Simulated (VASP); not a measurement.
# Al2GaSb3 (P3m1) in VASP: notebook, part 2 of 2

VASP 6.6.1. The steps go on from the part before.

## 3. Single point, PBE

This run uses another cell than the first one, of 24.58 Å³/atom.

File INCAR:

```
SYSTEM = Al2GaSb3
  ALGO = Normal
  EDIFF = 1E-6
  ENCUT = 520
  GGA = PE
  ISIF = 2
  ISMEAR = 0
  LASPH = .True.
  LCHARG = .False.
  LREAL = .False.
  LWAVE = .False.
  NBANDS = 26
  NELM = 100
  PREC = Accurate
  SIGMA = 0.1
```

File KPOINTS:

```
k-points
0
Gamma
  12 12 4
  0 0 0
```

File POSCAR:

```
Al2GaSb3
1.0
    4.1913752088      0.0000000000      0.0000000000
   -2.0956876044      3.6298374076      0.0000000000
    0.0000000000      0.0000000000      9.6943058908
Al Ga Sb
2 1 3
Direct
    0.3333333333      0.6666666667      0.7359113869
    0.3333333333      0.6666666667      0.4126051812
    0.0000000000      0.0000000000      0.2751917444
    0.6666666667      0.3333333333      0.5735676560
    0.6666666667      0.3333333333      0.1033386278
    0.0000000000      0.0000000000      0.8993844437
```

Potentials or basis: VASP PAW PBE potentials, release 64 (Al, Ga_d, Sb).

The run is started by

```console
$ cat potpaw_PBE.64/Al/POTCAR potpaw_PBE.64/Ga_d/POTCAR potpaw_PBE.64/Sb/POTCAR > POTCAR
$ mpirun -np 1 vasp_std > vasp.out
```

OUTCAR:

```text
SYSTEM = Al2GaSb3
   EDIFF = 1E-6
   ENCUT = 520
   GGA = PE
   ISIF = 2
   ISMEAR = 0
   LASPH = .True.
   LREAL = .False.
   NELM = 100
   PREC = Accurate

 ion  position               nearest neighbor table
   1  0.333  0.667  0.736-   4 2.89   4 2.89   4 2.89   6 2.89   6 2.89   6 2.89   2 3.13
   2  0.333  0.667  0.413-   3 2.76   3 2.76   3 2.76   4 2.88   4 2.88   4 2.88   1 3.13
   3  0.000  0.000  0.275-   2 2.76   2 2.76   2 2.76   5 2.94   5 2.94   5 2.94
   4  0.667  0.333  0.574-   2 2.88   2 2.88   2 2.88   1 2.89   1 2.89   1 2.89
   5  0.667  0.333  0.103-   3 2.94   3 2.94   3 2.94   6 3.12   6 3.12   6 3.12
   6  0.000  0.000  0.899-   1 2.89   1 2.89   1 2.89   5 3.12   5 3.12   5 3.12
[... 904 lines left out ...]
  Total        0.0847215      0.0847215      0.0657545      0.0000000      0.0000000      0.0000000
  in kB        0.9203301      0.9203301      0.7142919      0.0000000      0.0000000      0.0000000
  external PRESSURE =       0.8516507 kB  Pullay stress =       0.0000000 kB

 VOLUME and BASIS-vectors are now :
 -----------------------------------------------------------------------------
  energy-cutoff  :      520.00
  volume of cell :      147.49
      direct lattice vectors                 reciprocal lattice vectors
     4.191375209  0.000000000  0.000000000     0.238585178  0.137747217  0.000000000
    -2.095687604  3.629837408  0.000000000     0.000000000  0.275494433  0.000000000
     0.000000000  0.000000000  9.694305891     0.000000000  0.000000000  0.103153337

 POSITION                                       TOTAL-FORCE (eV/Angst)
 -----------------------------------------------------------------------------------
     -0.00000      2.41989      7.13415        -0.000000      0.000000      0.001075
     -0.00000      2.41989      3.99992         0.000000     -0.000000     -0.007386
      0.00000      0.00000      2.66779         0.000000     -0.000000      0.007547
      2.09569      1.20995      5.56034        -0.000000     -0.000000      0.002462
      2.09569      1.20995      1.00180        -0.000000      0.000000     -0.003102
      0.00000      0.00000      8.71891         0.000000     -0.000000     -0.000596
 -----------------------------------------------------------------------------------
    total drift:                               -0.000000      0.000000      0.000474

  FREE ENERGIE OF THE ION-ELECTRON SYSTEM (eV)
  ---------------------------------------------------
  free  energy   TOTEN  =       -22.2941588226 eV

  energy  without entropy=      -22.2779567290  energy(sigma->0) =      -22.28605778
```

OSZICAR:

```text
N       E                     dE             d eps       ncg     rms          rms(c)
DAV:   1     0.185040137214E+03    0.18504E+03   -0.12923E+04  3596   0.127E+03
DAV:   2    -0.257254078629E+01   -0.18761E+03   -0.17762E+03  4062   0.296E+02
DAV:   3    -0.217334144817E+02   -0.19161E+02   -0.18499E+02  4532   0.847E+01
DAV:   4    -0.223912067923E+02   -0.65779E+00   -0.65149E+00  4252   0.160E+01
DAV:   5    -0.224087429165E+02   -0.17536E-01   -0.17522E-01  5200   0.267E+00    0.436E+00
DAV:   6    -0.222990363913E+02    0.10971E+00   -0.21175E-01  4392   0.326E+00    0.258E+00
DAV:   7    -0.222940632658E+02    0.49731E-02   -0.63424E-02  4288   0.147E+00    0.900E-01
DAV:   8    -0.222938425457E+02    0.22072E-03   -0.57513E-03  4578   0.470E-01    0.198E-01
DAV:   9    -0.222940598608E+02   -0.21732E-03   -0.10691E-03  4232   0.179E-01    0.777E-02
DAV:  10    -0.222941264416E+02   -0.66581E-04   -0.13820E-04  4618   0.620E-02    0.410E-02
DAV:  11    -0.222941585684E+02   -0.32127E-04   -0.49680E-05  3964   0.335E-02    0.892E-03
DAV:  12    -0.222941588226E+02   -0.25422E-06   -0.60777E-06  4474   0.148E-02
   1 F= -.22294159E+02 E0= -.22286058E+02  d E =-.162021E-01
```

stdout:

```text
POSCAR found type information on POSCAR AlGaSb
 POSCAR found :  3 types and       6 ions
 scaLAPACK will be used
 LDA part: xc-table for (Slater+PW92), standard interpolation
 POSCAR, INCAR and KPOINTS ok, starting setup
 FFT: planning ... GRIDC
 FFT: planning ... GRID_SOFT
 FFT: planning ... GRID
 WAVECAR not read
 entering main loop
```

Run time: 4.3 min. Hardware: 1 thread of Intel Xeon 8259CL, shared host; peak memory 0.43 GiB.

Results:

```yaml
Free_energy: -22.2942 eV
Pressure: 0.1 GPa
Largest_force: 0.008 eV/Å
Band_gap_on_the_k_mesh: zero (bands 17 and 18 overlap by 1.53 eV)
```

Forces on the atoms (eV/Å):
```
Al   0.000  0.000  0.001
Al   0.000  0.000 -0.007
Ga   0.000  0.000  0.008
Sb   0.000  0.000  0.002
Sb   0.000  0.000 -0.003
Sb   0.000  0.000 -0.001
```

Caveat: spin-orbit coupling is left out, which moves the levels of the heavy elements.

## 4. Relaxation of cell and atoms, PBE

This run uses another cell than the first one, of 24.63 Å³/atom.

File INCAR:

```
PREC = Accurate
ENCUT = 600
EDIFF = 1E-7
ISMEAR = 0
SIGMA = 0.1
LREAL = False
LASPH = True
NELM = 80
ALGO = Normal
ISIF = 3
LWAVE = False
LCHARG = False
GGA = PE
IBRION = 2
NSW = 100
EDIFFG = -0.01
```

File KPOINTS:

```
regular mesh
0
Gamma
  12 12 4
```

File POSCAR:

```
Al2GaSb3
1.0
    4.1487648224      0.0000000000      0.0000000000
   -2.0743824112      3.5929357306      0.0000000000
    0.0000000000      0.0000000000      9.9137931836
Al Ga Sb
2 1 3
Direct
    0.3333333333      0.6666666667      0.7360155226
    0.3333333333      0.6666666667      0.4197841447
    0.0000000000      0.0000000000      0.2675071003
    0.6666666667      0.3333333333      0.5756405684
    0.6666666667      0.3333333333      0.1020099010
    0.0000000000      0.0000000000      0.8990418030
```

Potentials or basis: VASP PAW PBE potentials, release 64 (Al, Ga_d, Sb).

The run is started by

```console
$ cat potpaw_PBE.64/Al/POTCAR potpaw_PBE.64/Ga_d/POTCAR potpaw_PBE.64/Sb/POTCAR > POTCAR
$ mpirun -np 1 vasp_std > vasp.out
```

OUTCAR:

```text
PREC = Accurate
   ENCUT = 600
   EDIFF = 1E-7
   ISMEAR = 0
   LREAL = False
   LASPH = True
   NELM = 80
   ISIF = 3
   GGA = PE
   IBRION = 2
   NSW = 100
   EDIFFG = -0.01

 ion  position               nearest neighbor table
   1  0.333  0.667  0.736-   4 2.87   4 2.87   4 2.87   6 2.89   6 2.89   6 2.89   2 3.14
   2  0.333  0.667  0.420-   3 2.83   3 2.83   3 2.83   4 2.85   4 2.85   4 2.85   1 3.14
   3  0.000  0.000  0.268-   2 2.83   2 2.83   2 2.83   5 2.90   5 2.90   5 2.90
   4  0.667  0.333  0.576-   2 2.85   2 2.85   2 2.85   1 2.87   1 2.87   1 2.87
   5  0.667  0.333  0.102-   3 2.90   3 2.90   3 2.90   6 3.13   6 3.13   6 3.13
   6  0.000  0.000  0.899-   1 2.89   1 2.89   1 2.89   5 3.13   5 3.13   5 3.13

  LATTYP: Found a hexagonal cell.
 ALAT       =     4.1487648224
 C/A-ratio  =     2.3895770447

  Lattice vectors:

 A1 = (   4.1487648224,   0.0000000000,   0.0000000000)
 A2 = (  -2.0743824112,   3.5929357306,   0.0000000000)
 A3 = (   0.0000000000,   0.0000000000,   9.9137931836)

Analysis of symmetry for initial positions (statically):
=====================================================================
 Subroutine PRICEL returns:
 Original cell was already a primitive cell.

 Routine SETGRP: Setting up the symmetry group for a
 hexagonal supercell.

 Subroutine GETGRP returns: Found  6 space group operations
 (whereof  6 operations were pure point group operations)
 out of a pool of 24 trial point group operations.

The static configuration has the point symmetry C_3v.

Analysis of symmetry for dynamics (positions and initial velocities):
=====================================================================
 Subroutine PRICEL returns:
 Original cell was already a primitive cell.

 Routine SETGRP: Setting up the symmetry group for a
 hexagonal supercell.

 Subroutine GETGRP returns: Found  6 space group operations
 (whereof  6 operations were pure point group operations)
 out of a pool of 24 trial point group operations.

The dynamic configuration has the point symmetry C_3v.

 Subroutine INISYM returns: Found  6 space group operations
 (whereof  6 operations are pure point group operations),
 and found     1 'primitive' translations

----------------------------------------------------------------------------------------

                                     Primitive cell

  volume of cell :     147.7774

  direct lattice vectors                    reciprocal lattice vectors
     4.148764822  0.000000000  0.000000000     0.241035596  0.139161966  0.000000000
    -2.074382411  3.592935731  0.000000000     0.000000000  0.278323932  0.000000000
     0.000000000  0.000000000  9.913793184     0.000000000  0.000000000  0.100869564

  length of vectors
     4.148764822  4.148764822  9.913793184     0.278323932  0.278323932  0.100869564

  position of ions in fractional coordinates (direct lattice)
     0.333333333  0.666666667  0.736015523
     0.333333333  0.666666667  0.419784145
     0.000000000  0.000000000  0.267507100
     0.666666667  0.333333333  0.575640568
     0.666666667  0.333333333  0.102009901
[... 73 lines left out ...]
   PREC   = accura    normal or accurate (medium, high low for compatibility)
   ISTART =      0    job   : 0-new  1-cont  2-samecut
   ICHARG =      2    charge: 1-file 2-atom 10-const
   ISPIN  =      1    spin polarized calculation?
   LNONCOLLINEAR =      F non collinear calculations
   LSORBIT =      F    spin-orbit coupling
   LASPH  =      T    aspherical Exc in radial PAW
   ENCUT  =  600.0 eV  44.10 Ry    6.64 a.u.   8.29  8.29 19.80*2*pi/ulx,y,z
   NELM   =     80;   NELMIN=  2; NELMDL= -5     # of ELM steps
   EDIFF  = 0.1E-06   stopping-criterion for ELM
   LREAL  =      F    real-space projection
   EDIFFG = -.1E-01   stopping-criterion for IOM
   NSW    =    100    number of steps for IOM
   IBRION =      2    ionic relax: 0-MD 1-quasi-New 2-CG
   NFREE  =      1    steps in history (QN), initial steepest desc. (CG)
   ISIF   =      3    stress and relaxation
   ISYM   =      2    0-nonsym 1-usesym 2-fastsym
   POTIM  = 0.5000    time-step for ionic-motion
   TEBEG  =    0.0;   TEEND  =   0.0 temperature during run
   PSTRESS=    0.0 pullay stress
   NELECT =      34.0000    total number of electrons
   NUPDOWN=      -1.0000    fix difference up-down
   EMIN   =  10.00;   EMAX   =-10.00  energy-range for DOS
   EFERMI =   0.00;   METHOD = LEGACY
   ISMEAR =     0;   SIGMA  =   0.10  broadening in eV -4-tet -1-fermi 0-gaus
   EFERMI_NEDOS =   21; number of points for ismear=-14 and -15
   IALGO  =     38    algorithm
   IMIX   =      4    mixing-type and parameters
     AMIX     =   0.40;   BMIX     =  1.00
     AMIX_MAG =   1.60;   BMIX_MAG =  1.00
  volume/ion in A,a.u.               =      24.63       166.21
  Fermi-wavevector in a.u.,A,eV,Ry     =   1.003148  1.895675 13.691628  1.006306
  Thomas-Fermi vector in A             =   2.135681
   LORBIT       =      0    0 simple, 1 ext, 2 COOP (PROOUT), +10 PAW based schemes
   GGA     = PE    functional components
   LHFCALC =     F    Hartree Fock is set to
   AEXX    =    0.0000 exact exchange contribution
   IVDW    =     0    specifies the selected vdW correction
   LEPSILON=     F    determine dielectric tensor
   LRPA    =     F    only Hartree local field effects (RPA)
 conjugate gradient relaxation of ions
 non-spin polarized calculation
 Gauss-broadening in eV      SIGMA  =   0.10
  energy-cutoff  :      600.00
  volume of cell :      147.78
 maximum number of plane-waves:      4969
 NGX is ok and might be reduce to    36
   NGX = 17   NGY = 17   NGZ = 39

--------------------------------------- Ionic step        1  -------------------------------------------

 number of electron      33.9999993 magnetization

 Free energy of the ion-electron system (eV)
  ---------------------------------------------------
  ext. energy  EPLUGINS =         0.00000000
  ---------------------------------------------------
  free energy    TOTEN  =       -22.27968526 eV

  energy without entropy =      -22.26255410  energy(sigma->0) =      -22.27111968

------------------------ aborting loop because EDIFF is reached ----------------------------------------

  FORCE on cell =-STRESS in cart. coord.  units (eV):
  Direction    XX          YY          ZZ          XY          YZ          ZX
  --------------------------------------------------------------------------------------
  -------------------------------------------------------------------------------------
  Total        0.2436861      0.2436861     -0.0003338     -0.0000000      0.0000000     -0.0000000
  in kB        2.6420021      2.6420021     -0.0036185     -0.0000000      0.0000000     -0.0000000
  external PRESSURE =       1.7601286 kB  Pullay stress =       0.0000000 kB
[... 101 lines left out ...]
  FREE ENERGIE OF THE ION-ELECTRON SYSTEM (eV)
  ---------------------------------------------------
  free  energy   TOTEN  =       -22.2841558241 eV

  energy  without entropy=      -22.2669129370  energy(sigma->0) =      -22.27553438

[... ionic steps 4 to 15 ...]

--------------------------------------- Ionic step       16  -------------------------------------------

 number of electron      34.0000000 magnetization

------------------------ aborting loop because EDIFF is reached ----------------------------------------
[... 75 lines left out ...]
--------------------------------------- Ionic step       18  -------------------------------------------

 number of electron      34.0000000 magnetization

 Free energy of the ion-electron system (eV)
  ---------------------------------------------------
  ext. energy  EPLUGINS =         0.00000000
  ---------------------------------------------------
  free energy    TOTEN  =       -22.29412931 eV

  energy without entropy =      -22.27791156  energy(sigma->0) =      -22.28602044

 E-fermi :   6.6803     XC(G=0):  -9.7642

 val. band max:        6.6793445748   @ k =   0.0000   0.3333   0.2500
 cond. band min:       6.6849164315   @ k =  -0.0833   0.2500   0.2500
 fundamental gap:      0.0055718567
 Fermi energy:         6.6802589737

 k-point     1 :       0.0000    0.0000    0.0000
  band No.  band energies     occupation
      1      -8.1541      2.00000
      2      -8.1541      2.00000
      3      -8.1414      2.00000
      4      -8.1130      2.00000
      5      -8.1130      2.00000
      6      -5.1989      2.00000
[... 565 lines left out ...]
     20       8.8392      0.00000
     21       8.9029      0.00000

 [... further k-points ...]

------------------------ aborting loop because EDIFF is reached ----------------------------------------

  FORCE on cell =-STRESS in cart. coord.  units (eV):
  Direction    XX          YY          ZZ          XY          YZ          ZX
  --------------------------------------------------------------------------------------
  -------------------------------------------------------------------------------------
  Total        0.0415480      0.0415480     -0.0079537      0.0000000      0.0000000     -0.0000000
  in kB        0.4508739      0.4508739     -0.0863128      0.0000000      0.0000000     -0.0000000
  external PRESSURE =       0.2718116 kB  Pullay stress =       0.0000000 kB
[... 21 lines left out ...]
  FREE ENERGIE OF THE ION-ELECTRON SYSTEM (eV)
  ---------------------------------------------------
  free  energy   TOTEN  =       -22.2941293095 eV

  energy  without entropy=      -22.2779115646  energy(sigma->0) =      -22.28602044

 reached required accuracy - stopping structural energy minimisation
```

CONTCAR:

```text
Al2GaSb3
   1.00000000000000
     4.1913195374651639   -0.0000000000000000   -0.0000000000000000
    -2.0956597687325820    3.6297891948995247    0.0000000000000001
    -0.0000000000000000    0.0000000000000000    9.7045144947367188
  Al              Ga              Sb
     2     1     3
Direct
     0.3333333332999970    0.6666666667000030    0.7358013622407601
     0.3333333332999970    0.6666666667000030    0.4125334671373795
     0.0000000000000000    1.0000000000000000    0.2754435332195143
     0.6666666667000030    0.3333333332999970    0.5735994260173793
     0.6666666667000030    0.3333333332999970    0.1031092754196051
     0.0000000000000000    0.0000000000000000    0.8995119759653674

  0.00000000E+00  0.00000000E+00  0.00000000E+00
  0.00000000E+00  0.00000000E+00  0.00000000E+00
  0.00000000E+00  0.00000000E+00  0.00000000E+00
  0.00000000E+00  0.00000000E+00  0.00000000E+00
  0.00000000E+00  0.00000000E+00  0.00000000E+00
  0.00000000E+00  0.00000000E+00  0.00000000E+00
```

Wall time 59 min (1 thread of Intel Xeon 8259CL, shared host); peak memory 0.55 GiB.

Results:

* Free energy: -22.2941 eV
* Relaxed volume: 24.61 Å³/atom
* Relaxed cell: a = 4.191 Å, b = 4.191 Å, c = 9.705 Å, α = 90.00°, β = 90.00°, γ = 120.00°
* Space group after relaxing (to 0.1 Å): P3m1 (No. 156)
* Energy gained by relaxing: 2.4 meV/atom
* Ionic steps: 18
* Pressure after relaxing: 0.0 GPa
* Band gap on the k mesh: zero (bands 17 and 18 overlap by 1.52 eV)

Forces in eV/Å, atoms in the order of the input:
```
Al   0.000  0.000 -0.001
Al   0.000  0.000 -0.001
Ga   0.000  0.000 -0.001
Sb   0.000  0.000  0.002
Sb   0.000  0.000  0.000
Sb   0.000  0.000  0.000
```

Step by step:
| step | energy change (eV) | largest force (eV/Å) | pressure (GPa) | volume (Å³) |
| --- | --- | --- | --- | --- |
| 1 | 0.0000 | 0.1630 | 0.18 | 147.78 |
| 2 | -0.0028 | 0.1370 | -0.06 | 148.36 |
| 3 | -0.0045 | 0.0919 | -0.49 | 149.43 |
| 4 | -0.0060 | 0.0822 | -0.43 | 149.27 |
| 5 | -0.0094 | 0.0526 | -0.30 | 148.82 |
| 6 | -0.0113 | 0.1031 | 0.02 | 147.90 |
| 7 | -0.0115 | 0.0870 | -0.04 | 148.08 |
| 8 | -0.0121 | 0.0804 | 0.00 | 147.96 |
| 9 | -0.0132 | 0.0599 | 0.12 | 147.60 |
| 10 | -0.0134 | 0.0501 | 0.18 | 147.44 |
| 11 | -0.0138 | 0.0410 | 0.03 | 147.79 |
| 12 | -0.0139 | 0.0408 | -0.06 | 148.00 |
| 13 | -0.0139 | 0.0409 | -0.04 | 147.97 |
| 14 | -0.0140 | 0.0337 | -0.03 | 147.93 |
| 15 | -0.0143 | 0.0166 | -0.02 | 147.84 |
| 16 | -0.0143 | 0.0176 | 0.00 | 147.65 |
| 17 | -0.0144 | 0.0045 | -0.01 | 147.74 |
| 18 | -0.0144 | 0.0024 | 0.03 | 147.64 |

Final structure:
```
Al Ga Sb
1.0
     4.19132    0.00000    0.00000
    -2.09566    3.62979    0.00000
     0.00000    0.00000    9.70451
Al Ga Sb
2 1 3
Direct
  0.33333 0.66667 0.73580
  0.33333 0.66667 0.41253
  0.00000 0.00000 0.27544
  0.66667 0.33333 0.57360
  0.66667 0.33333 0.10311
  0.00000 0.00000 0.89951
```

Caveat: spin-orbit coupling is left out, which moves the levels of the heavy elements.

## 5. The runs side by side

| task | cell | k mesh | cutoff (eV) | gap on the mesh (eV) | pressure (GPa) | relaxed volume (Å³/atom) | largest force (eV/Å) |
| --- | --- | --- | --- | --- | --- | --- | --- |
| relaxation of cell and atoms | relaxed from a = 4.578, b = 4.578, c = 7.584 Å, angles 90.0, 90.0, 120.0°, 6 atoms, atomic positions A | 6 × 6 × 2 | 600 | - | 0.1 | 23.30 | 0.03 |
| single point | a = 4.191, b = 4.191, c = 9.694 Å, angles 90.0, 90.0, 120.0°, 6 atoms, atomic positions B | 12 × 12 × 4 | 520 | none | 0.1 | - | 0.01 |
| relaxation of cell and atoms | relaxed from a = 4.149, b = 4.149, c = 9.914 Å, angles 90.0, 90.0, 120.0°, 6 atoms, atomic positions C | 12 × 12 × 4 | 600 | none | 0.0 | 24.61 | - |

Alike in all rows: level PBE; potentials or basis VASP PAW PBE potentials, release 64 (Al, Ga_d, Sb); no spin polarisation; smearing gaussian 0.1 eV.

Caveats: some runs use coarse meshes; spin-orbit coupling is left out, which moves the levels of the heavy elements; the highest band is partly filled, so the run has too few bands (at least some runs).

Total energies depend on the potentials used, so only differences within one code and one set of settings carry meaning.
